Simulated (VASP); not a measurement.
Write the native input for VASP 6.6.1 that does the following.

```yaml
Task: single point
Functional: LDA
Potentials_or_basis: VASP PAW LDA potentials, release 64 (F)
Cutoff: 520 eV
k_mesh: 8 × 8 × 8
Occupations: methfessel-paxton, width 0.05 eV
Spin: no spin polarisation
Dipole_correction: no
Further_INCAR_settings: ALGO = Normal; EDIFF = 1e-06; NBANDS = 22
```

The structure of F lies in POSCAR:

```
F
1.0
   -2.0250000000      2.0250000000      3.9650000000
    2.0250000000     -2.0250000000      3.9650000000
    2.0250000000      2.0250000000     -3.9650000000
F
4
Direct
    0.2370000000      0.2370000000      0.0000000000
    0.7630000000      0.7630000000      0.0000000000
    0.5000000000      0.0000000000      0.5000000000
    0.0000000000      0.5000000000      0.5000000000
```

These files were run (other wordings do the same):

INCAR

```
PREC = Accurate ; ENCUT = 520
EDIFF = 1E-6 ; ISMEAR = 1
SIGMA = 0.05 ; LREAL = F
LASPH = T ; NELM = 100
ALGO = Normal ; ISIF = 2
LWAVE = F ; LCHARG = F
GGA = CA ; NBANDS = 22
```

KPOINTS

```
Automatic mesh
0
Gamma
  8 8 8
```

Potentials or basis: VASP PAW LDA potentials, release 64 (F).

Command:

```console
$ cat potpaw_LDA.64/F/POTCAR > POTCAR
$ mpirun -np 1 vasp_std > vasp.out
```

Results of the run:

```
Pressure               : -11.0 GPa
Largest force          : 0.264 eV/Å
Band gap on the k mesh : zero (bands 14 and 15 overlap by 0.33 eV)
```

Caveat: the cell stands under tension.

It took 63 s on 1 thread of Intel(R) Xeon(R) Platinum 8488C (Sapphire Rapids), on a shared host, peak memory 0.19 GiB.
